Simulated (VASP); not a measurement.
LiH:

```
CELL_PARAMETERS angstrom
0.00000 2.09860 2.09860
2.09860 0.00000 2.09860
2.09860 2.09860 0.00000
ATOMIC_POSITIONS crystal
Li 0.00000 0.00000 0.00000
H 0.50000 0.50000 0.50000
```

This cell differs from its parent crystal: strain +5.0%.

Base run:

* Program: VASP 6.6.1
* Functional: r2SCAN
* Potentials or basis: VASP PAW PBE potentials, release 64 (Li_sv, H)
* Cutoff: 520 eV
* k mesh: 10 × 10 × 10
* Occupations: gaussian, width 0.01 eV
* Spin: no spin polarisation

Its results: band gap on the k mesh 3.65 eV, direct.

Q: The run is repeated on the same cell with these changes: functional from r2SCAN to PBE; occupations from gaussian, width 0.01 eV to fermi-dirac, width 0.02 eV. What comes out?

A: Band gap on the k mesh 3.06 eV, direct.

A k mesh can miss the band edges.
